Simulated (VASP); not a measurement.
Here is a VASP 6.6.1 calculation.

File INCAR:

```
ALGO = Normal
EDIFF = 1E-7
ENCUT = 520
GGA = PE
ISIF = 2
ISMEAR = -1
LASPH = True
LCHARG = False
LREAL = False
LWAVE = False
NBANDS = 12
NELM = 80
PREC = Accurate
SIGMA = 0.02
```

File KPOINTS:

```
k-points
0
Gamma
  8 8 8
```

Contents of POSCAR:

```
LiCl
1.0
    0.0000000000      2.5820966653      2.5820966653
    2.5820966653      0.0000000000      2.5820966653
    2.5820966653      2.5820966653      0.0000000000
Li Cl
1 1
Direct
    0.0000000000      0.0000000000      0.0000000000
    0.5000000000      0.5000000000      0.5000000000
```

Potentials or basis: VASP PAW PBE potentials, release 64 (Li_sv, Cl).

Launch:

```bash
$ cat potpaw_PBE.64/Li_sv/POTCAR potpaw_PBE.64/Cl/POTCAR > POTCAR
$ mpirun -np 1 vasp_std > vasp.out
```

Q: What does it give for the band gap on the k mesh?

A: 6.23 eV, direct.

Caveat: the cell differs from its parent crystal (strain +1.0%). A k mesh can miss the band edges.
